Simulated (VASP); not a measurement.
CsB3N3: single point with PBE

Crystal: CsB3N3.

```xyz
7
Lattice="4.3688 0.0000 0.0000 -2.1844 3.7835 0.0000 0.0000 0.0000 9.6236" Properties=species:S:1:pos:R:3 pbc="T T T"
Cs    0.0000    0.0000    4.8118
B     0.0000    2.5223    0.0000
B     2.1844    1.2612    0.0000
B     0.0000    0.0000    0.0000
N     1.4560    0.0000    0.0000
N     3.6408    1.2610    0.0000
N     1.4564    2.5225    0.0000
```

```json
{
 "Program": "VASP 6.6.1",
 "Task": "single point",
 "Functional": "PBE",
 "Potentials or basis": "VASP PAW PBE potentials, release 64 (Cs_sv, B, N)",
 "Cutoff": "520 eV",
 "k mesh": "6 × 6 × 2",
 "Occupations": "gaussian, width 0.2 eV",
 "Spin": "no spin polarisation",
 "Dipole correction": "no",
 "Further INCAR settings": "ALGO = Normal; EDIFF = 1e-06; NBANDS = 26"
}
```

```yaml
Pressure: 0.1 GPa
```

Stress tensor (GPa, compression positive):
```
 0.12  0.00  0.00
 0.00  0.12  0.00
 0.00  0.00 -0.01
```

Levels at points of the mesh, in eV from the Fermi level:
```
           k point  band 15  band 16  band 17  band 18  band 19  band 20
(0.00, 0.00, 0.00)    -3.83    -3.83    -1.62     0.63     0.77     0.80
(0.50, 0.00, 0.00)    -6.96    -4.72     0.03     0.73     0.89     1.84
(0.00, 0.00, 0.50)    -3.83    -3.83    -1.44     0.19     0.75     0.80
(0.50, 0.00, 0.50)    -6.96    -4.72     0.07     0.55     0.90     2.15
```

It took 28 s on 1 thread of Intel(R) Xeon(R) 6975P-C (Granite Rapids), on a shared host, peak memory 0.27 GiB.

Caveat: spin-orbit coupling is left out, which moves the levels of the heavy elements.
